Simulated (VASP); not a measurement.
Pb:

```xyz
2
Lattice="3.4090 0.0000 0.0000 -1.7045 2.9522 0.0000 0.0000 0.0000 5.4759" Properties=species:S:1:pos:R:3 pbc="T T T"
Pb    0.0000    1.9682    1.3690
Pb    1.7045    0.9841    4.1069
```

This isn't the form of Pb at room conditions, which is fcc.

- Program: VASP 6.6.1
- Task: relaxation of cell and atoms
- Functional: r2SCAN
- Potentials or basis: VASP PAW PBE potentials, release 64 (Pb_d)
- Cutoff: 600 eV
- k mesh: 11 × 11 × 6
- Occupations: fermi-dirac, width 0.05 eV
- Spin: collinear spin, zero start
- Starting moments: [0.0, 0.0] μB

At the start: pressure 6.9 GPa; volume 27.55 Å³/atom.

Question: Where does the relaxation end?

Answer: Over 10 steps the energy falls by 67.2 meV/atom and the volume is 30.83 Å³/atom (+11.9 %); space group P6_3/mmc (No. 194, to 0.1 Å) before and after; moment 0.00 μB per cell.

Step by step:
```tsv
step	energy change (eV)	largest force (eV/Å)	pressure (GPa)	volume (Å³)
1	0.0000	0.0000	6.87	55.11
2	-0.1095	0.0000	-2.15	65.08
3	-0.1330	0.0000	-0.06	61.74
4	-0.1330	0.0000	-0.15	61.87
5	-0.1341	0.0000	-0.10	61.78
6	-0.1345	0.0000	-0.05	61.71
7	-0.1345	0.0000	-0.06	61.71
8	-0.1345	0.0000	0.02	61.61
9	-0.1345	0.0000	0.03	61.64
10	-0.1345	0.0000	0.01	61.66
```

Final structure:
```
Pb
1.0
     3.50448    0.00000    0.00000
    -1.75224    3.03497    0.00000
     0.00000    0.00000    5.79751
Pb
2
Direct
  0.33333 0.66667 0.25000
  0.66667 0.33333 0.75000
```

Caveat: the PAW data sets were made with another functional, which shifts forces and pressure a little.
